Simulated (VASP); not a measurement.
# Cu (I4/mmm) in VASP: further runs

Cu is run at these levels: PBE; tasks: single point.

Everything below comes from runs of VASP 6.6.1. Logs are shortened: lines on timing, memory, paths and dates and some standing lists are left out, and cuts for length are marked.

## 1. The cell of the first run

It takes space group I4/mmm (No. 139, tetragonal). The conventional cell has a = 2.951 Å, b = 2.951 Å, c = 2.732 Å, α = 90.00°, β = 90.00°, γ = 90.00°. Within 3.3 Å of Cu (site symmetry 4/mmm) lie 14 Cu at 2.49 to 2.95 Å.

## 2. Single point, PBE (strain along c alone, the other axes held: -1.0 %)

INCAR reads:

```
PREC = Accurate
ENCUT = 520
EDIFF = 1E-6
ISMEAR = 0
SIGMA = 0.1
LREAL = F
LASPH = T
NELM = 80
ALGO = Fast
ISIF = 2
LWAVE = F
LCHARG = T
GGA = PE
LELF = T
LVHAR = T
NBANDS = 18
```

KPOINTS reads:

```
Automatic mesh
0
Gamma
  14 14 16
```

POSCAR reads:

```
Cu
1.0
    2.9510618436      0.0000000000      0.0000000000
    0.0000000000      2.9510618436      0.0000000000
    0.0000000000      0.0000000000      2.7315196881
Cu
2
Direct
    0.0000000000      0.0000000000      0.0000000000
    0.5000000000      0.5000000000      0.5000000000
```

Potentials or basis: VASP PAW PBE potentials, release 64 (Cu).

Started as:

```console
$ cat potpaw_PBE.64/Cu/POTCAR > POTCAR
$ mpirun -np 1 vasp_std > vasp.out
```

OUTCAR:

```text
PREC = Accurate
   ENCUT = 520
   EDIFF = 1E-6
   ISMEAR = 0
   LREAL = F
   LASPH = T
   NELM = 80
   ISIF = 2
   GGA = PE

 ion  position               nearest neighbor table
   1  0.000  0.000  0.000-   2 2.49   2 2.49   2 2.49   2 2.49   2 2.49   2 2.49   2 2.49   2 2.49

   2  0.500  0.500  0.500-   1 2.49   1 2.49   1 2.49   1 2.49   1 2.49   1 2.49   1 2.49   1 2.49

  LATTYP: Found a simple tetragonal cell.
 ALAT       =     2.9510618436
 C/A-ratio  =     0.9256057083

  Lattice vectors:

 A1 = (   2.9510618436,   0.0000000000,   0.0000000000)
 A2 = (   0.0000000000,   2.9510618436,   0.0000000000)
 A3 = (   0.0000000000,   0.0000000000,   2.7315196881)

Analysis of symmetry for initial positions (statically):
=====================================================================
 Subroutine PRICEL returns following result:

  LATTYP: Found a body centered tetragonal cell.
 ALAT       =     2.9510618436
 C/A-ratio  =     0.9256057083

  Lattice vectors:

 A1 = (  -1.4755309218,  -1.4755309218,  -1.3657598440)
 A2 = (   1.4755309218,   1.4755309218,  -1.3657598441)
 A3 = (   1.4755309218,  -1.4755309218,   1.3657598440)

   2 primitive cells build up your supercell.

 Routine SETGRP: Setting up the symmetry group for a
 simple tetragonal supercell.

 Subroutine GETGRP returns: Found 16 space group operations
 (whereof 16 operations were pure point group operations)
 out of a pool of 16 trial point group operations.

The static configuration has the point symmetry D_4h.

Analysis of symmetry for dynamics (positions and initial velocities):
=====================================================================
 Subroutine PRICEL returns following result:

  LATTYP: Found a body centered tetragonal cell.
 ALAT       =     2.9510618436
 C/A-ratio  =     0.9256057083

  Lattice vectors:

 A1 = (  -1.4755309218,  -1.4755309218,  -1.3657598440)
 A2 = (   1.4755309218,   1.4755309218,  -1.3657598441)
 A3 = (   1.4755309218,  -1.4755309218,   1.3657598440)

   2 primitive cells build up your supercell.

 Routine SETGRP: Setting up the symmetry group for a
 simple tetragonal supercell.

 Subroutine GETGRP returns: Found 16 space group operations
 (whereof 16 operations were pure point group operations)
 out of a pool of 16 trial point group operations.

The dynamic configuration has the point symmetry D_4h.

 Subroutine INISYM returns: Found 16 space group operations
 (whereof 16 operations are pure point group operations),
 and found     2 'primitive' translations

----------------------------------------------------------------------------------------

                                     Primitive cell

  volume of cell :      11.8941

  direct lattice vectors                    reciprocal lattice vectors
    -1.475530922 -1.475530922 -1.365759844    -0.000000000 -0.338861079 -0.366096574
     1.475530922  1.475530922 -1.365759844     0.338861079  0.000000000 -0.366096574
     1.475530922 -1.475530922  1.365759844     0.338861079 -0.338861079  0.000000000

  length of vectors
     2.493929220  2.493929220  2.493929220     0.498852215  0.498852215  0.479221933

  position of ions in fractional coordinates (direct lattice)
     0.000000000  0.000000000  0.000000000

  ion indices of the primitive-cell ions
   primitive index   ion index
                 1           1

----------------------------------------------------------------------------------------

 KPOINTS: Automatic mesh

Automatic generation of k-mesh.
 Grid dimensions read from file:
 generate k-points for:   14   14   16

 Generating k-lattice:

  Cartesian coordinates                     Fractional coordinates (reciprocal lattice)
     0.024204363  0.000000000  0.000000000     0.071428571  0.000000000  0.000000000
     0.000000000  0.024204363  0.000000000     0.000000000  0.071428571  0.000000000
     0.000000000  0.000000000  0.022881036     0.000000000  0.000000000  0.062500000

  Length of vectors
     0.024204363  0.024204363  0.022881036

  Shift w.r.t. Gamma in fractional coordinates (k-lattice)
     0.000000000  0.000000000  0.000000000

 Subroutine IBZKPT returns following result:
 ===========================================

 Found    324 irreducible k-points:

 Following reciprocal coordinates:
            Coordinates               Weight
  0.000000  0.000000  0.000000      1.000000
  0.071429  0.000000  0.000000      4.000000
  0.142857  0.000000  0.000000      4.000000
  0.214286  0.000000  0.000000      4.000000
  0.285714  0.000000  0.000000      4.000000
  0.357143  0.000000  0.000000      4.000000
[... 16 lines left out ...]
  0.285714  0.214286  0.000000      8.000000
  0.357143  0.214286  0.000000      8.000000
 [... further k-points ...]
   k-points           NKPTS =    324   k-points in BZ     NKDIM =    324   number of bands    NBANDS=     18
   number of dos      NEDOS =    301   number of ions     NIONS =      2
   total plane-waves  NPLWV =  11520
   dimension x,y,z NGX =    24 NGY =   24 NGZ =   20
   dimension x,y,z NGXF=    48 NGYF=   48 NGZF=   40
   ions per type =               2
   NGX,Y,Z   is equivalent  to a cutoff of  13.52, 13.52, 12.17 a.u.
   NGXF,Y,Z  is equivalent  to a cutoff of  27.04, 27.04, 24.34 a.u.
 SYSTEM =  unknown system
   PREC   = accura    normal or accurate (medium, high low for compatibility)
   ISTART =      0    job   : 0-new  1-cont  2-samecut
   ICHARG =      2    charge: 1-file 2-atom 10-const
   ISPIN  =      1    spin polarized calculation?
   LNONCOLLINEAR =      F non collinear calculations
   LSORBIT =      F    spin-orbit coupling
   LASPH  =      T    aspherical Exc in radial PAW
   ENCUT  =  520.0 eV  38.22 Ry    6.18 a.u.   5.49  5.49  5.08*2*pi/ulx,y,z
   NELM   =     80;   NELMIN=  2; NELMDL= -5     # of ELM steps
   EDIFF  = 0.1E-05   stopping-criterion for ELM
   LREAL  =      F    real-space projection
   EDIFFG = 0.1E-04   stopping-criterion for IOM
   NSW    =      0    number of steps for IOM
   IBRION =     -1    ionic relax: 0-MD 1-quasi-New 2-CG
   NFREE  =      0    steps in history (QN), initial steepest desc. (CG)
   ISIF   =      2    stress and relaxation
   ISYM   =      2    0-nonsym 1-usesym 2-fastsym
   POTIM  = 0.5000    time-step for ionic-motion
   TEBEG  =    0.0;   TEEND  =   0.0 temperature during run
   PSTRESS=    0.0 pullay stress
   NELECT =      22.0000    total number of electrons
   NUPDOWN=      -1.0000    fix difference up-down
   EMIN   =  10.00;   EMAX   =-10.00  energy-range for DOS
   EFERMI =   0.00;   METHOD = LEGACY
   ISMEAR =     0;   SIGMA  =   0.10  broadening in eV -4-tet -1-fermi 0-gaus
   EFERMI_NEDOS =   21; number of points for ismear=-14 and -15
   IALGO  =     68    algorithm
   IMIX   =      4    mixing-type and parameters
     AMIX     =   0.40;   BMIX     =  1.00
     AMIX_MAG =   1.60;   BMIX_MAG =  1.00
  volume/ion in A,a.u.               =      11.89        80.27
  Fermi-wavevector in a.u.,A,eV,Ry     =   1.595005  3.014123 34.613782  2.544041
  Thomas-Fermi vector in A             =   2.692991
   LORBIT       =      0    0 simple, 1 ext, 2 COOP (PROOUT), +10 PAW based schemes
   GGA     = PE    functional components
   LHFCALC =     F    Hartree Fock is set to
   AEXX    =    0.0000 exact exchange contribution
   IVDW    =     0    specifies the selected vdW correction
   LEPSILON=     F    determine dielectric tensor
   LRPA    =     F    only Hartree local field effects (RPA)
 non-spin polarized calculation
 RMM-DIIS sequential band-by-band and
 Gauss-broadening in eV      SIGMA  =   0.10
  energy-cutoff  :      520.00
  volume of cell :       23.79
 maximum number of plane-waves:       655
 NGX is ok and might be reduce to    24
   NGX = 11   NGY = 11   NGZ = 11

 number of electron      21.9999984 magnetization

 Free energy of the ion-electron system (eV)
  ---------------------------------------------------
  ext. energy  EPLUGINS =         0.00000000
  ---------------------------------------------------
  free energy    TOTEN  =        -7.38550936 eV

  energy without entropy =       -7.38209328  energy(sigma->0) =       -7.38380132

 E-fermi :   7.5188     XC(G=0): -12.6856

 val. band max:        7.5064981481   @ k =   0.2143   0.2143   0.5000
 cond. band min:       7.5219983045   @ k =   0.4286   0.2143   0.1250
 fundamental gap:      0.0155001564
 Fermi energy:         7.5187713555

 k-point     1 :       0.0000    0.0000    0.0000
  band No.  band energies     occupation
      1      -1.7938      2.00000
      2       2.8743      2.00000
      3       2.9378      2.00000
      4       4.2292      2.00000
      5       4.5346      2.00000
      6       4.5346      2.00000
[... 10 lines left out ...]
     17      24.2134      0.00000
     18      31.5566      0.00000

 k-point     2 :       0.0714    0.0000    0.0000
  band No.  band energies     occupation
      1      -1.7008      2.00000
      2       2.9012      2.00000
      3       2.9642      2.00000
      4       4.2328      2.00000
      5       4.5375      2.00000
      6       4.5520      2.00000
[... 10 lines left out ...]
     17      24.3391      0.00000
     18      30.8517      0.00000

 k-point     3 :       0.1429    0.0000    0.0000
  band No.  band energies     occupation
      1      -1.4240      2.00000
      2       2.9693      2.00000
      3       3.0463      2.00000
      4       4.2453      2.00000
      5       4.5477      2.00000
      6       4.6036      2.00000
[... 10 lines left out ...]
     17      25.0059      0.00000
     18      29.2646      0.00000

 k-point     4 :       0.2143    0.0000    0.0000
  band No.  band energies     occupation
      1      -0.9706      2.00000
      2       3.0440      2.00000
      3       3.1888      2.00000
      4       4.2714      2.00000
      5       4.5693      2.00000
      6       4.6867      2.00000
[... 375 lines left out ...]
      4       4.2410      2.00000
      5       4.3127      2.00000
      6       5.0554      2.00000
[... 10 lines left out ...]
     17      26.1443      0.00000
     18      28.2717      0.00000

 k-point    23 :       0.2857    0.2143    0.0000
  band No.  band energies     occupation
      1       0.3683      2.00000
      2       3.1954      2.00000
      3       3.5833      2.00000
      4       4.2547      2.00000
      5       4.2680      2.00000
      6       4.8546      2.00000
[... 10 lines left out ...]
     17      27.2138      0.00000
     18      28.6780      0.00000

 k-point    24 :       0.3571    0.2143    0.0000
  band No.  band energies     occupation
      1       1.0326      2.00000
      2       3.0716      2.00000
      3       3.7979      2.00000
      4       4.2609      2.00000
      5       4.2821      2.00000
      6       4.6595      2.00000
[... 10 lines left out ...]
     17      27.4844      0.00000
     18      27.7047      0.00000

 [... further k-points ...]

------------------------ aborting loop because EDIFF is reached ----------------------------------------

  FORCE on cell =-STRESS in cart. coord.  units (eV):
  Direction    XX          YY          ZZ          XY          YZ          ZX
  --------------------------------------------------------------------------------------
  -------------------------------------------------------------------------------------
  Total        0.3849288      0.3849288      0.4227387      0.0000000     -0.0000000      0.0000000
  in kB       25.9256749     25.9256749     28.4722391      0.0000000     -0.0000000      0.0000000
  external PRESSURE =      26.7745296 kB  Pullay stress =       0.0000000 kB

 VOLUME and BASIS-vectors are now :
 -----------------------------------------------------------------------------
  energy-cutoff  :      520.00
  volume of cell :       23.79
      direct lattice vectors                 reciprocal lattice vectors
     2.951061844  0.000000000  0.000000000     0.338861079  0.000000000  0.000000000
     0.000000000  2.951061844  0.000000000     0.000000000  0.338861079  0.000000000
     0.000000000  0.000000000  2.731519688     0.000000000  0.000000000  0.366096574

 POSITION                                       TOTAL-FORCE (eV/Angst)
 -----------------------------------------------------------------------------------
      0.00000      0.00000      0.00000         0.000000     -0.000000      0.000000
      1.47553      1.47553      1.36576        -0.000000      0.000000     -0.000000
 -----------------------------------------------------------------------------------
    total drift:                                0.000000      0.000000     -0.000000

  FREE ENERGIE OF THE ION-ELECTRON SYSTEM (eV)
  ---------------------------------------------------
  free  energy   TOTEN  =        -7.3855093600 eV

  energy  without entropy=       -7.3820932843  energy(sigma->0) =       -7.38380132
```

Wall time 68 s (1 thread of Intel Xeon Platinum 8259CL at 2.50GHz (Skylake/Cascade Lake), shared host); peak memory 0.22 GiB.

What came out:

- Free energy: -7.3855 eV
- Pressure: 2.7 GPa
- Band gap on the k mesh: zero (band 11 reaches 13.63 eV, above the bottom of band 12 at 6.01 eV)

Stress tensor (GPa, compression positive):
```
2.59 0.00 0.00
0.00 2.59 0.00
0.00 0.00 2.85
```

Caveat: the cell differs from its parent crystal (strain along c alone, the other axes held: -1.0 %).

## 3. Single point, PBE (strain along c alone, the other axes held: -2.0 %)

INCAR reads:

```
  PREC = Accurate
  ENCUT = 700
  EDIFF = 1E-6
  ISMEAR = 0
  SIGMA = 0.1
  LREAL = False
  LASPH = True
  NELM = 120
  ALGO = Normal
  ISIF = 2
  LWAVE = False
  LCHARG = True
  GGA = PE
  LELF = True
  LVHAR = True
  NBANDS = 26
  GGA_COMPAT = False
```

KPOINTS is that of step 2.

Edit POSCAR of step 2 so:

```diff
@@ -4,3 +4,3 @@
     0.0000000000      2.9510618436      0.0000000000
-    0.0000000000      0.0000000000      2.7315196881
+    0.0000000000      0.0000000000      2.7039285802
 Cu
```

Potentials or basis: VASP PAW PBE potentials, release 64 (Cu_sv_GW).

Started as:

```console
$ cat potpaw_PBE.64/Cu_sv_GW/POTCAR > POTCAR
$ mpirun -np 1 vasp_std > vasp.out
```

It took 3.6 min on 1 thread of Intel Xeon Platinum 8488C (Sapphire Rapids), shared host; peak memory 0.4 GiB.

Results (log left out):

| Item | Value |
| --- | --- |
| Free energy | -7.5126 eV |
| Pressure | -2.1 GPa |
| Band gap on the k mesh | zero (band 19 reaches 13.74 eV, above the bottom of band 20 at 6.13 eV) |

Stress tensor (GPa, compression positive):
```
-2.18  0.00  0.00
 0.00 -2.18  0.00
 0.00  0.00 -1.96
```

Levels at points of the mesh, in eV from the Fermi level:
```
           k point  band 17  band 18  band 19  band 20  band 21  band 22
(0.00, 0.00, 0.00)    -1.54    -1.54    -1.45     7.07     7.07    10.47
(0.50, 0.00, 0.00)    -2.26    -2.26    -1.52    -1.52    13.26    13.26
(0.50, 0.50, 0.00)    -1.38    -1.38    -1.09    -1.09     3.73     3.73
(0.00, 0.00, 0.50)    -2.37    -2.37    -0.83    -0.83    14.21    14.21
(0.50, 0.00, 0.50)    -1.34    -1.34    -0.42    -0.42     4.69     4.69
(0.50, 0.50, 0.50)    -1.87    -1.87     6.09     6.09     6.71     6.71
```

Caveat: the cell differs from its parent crystal (strain along c alone, the other axes held: -2.0 %).
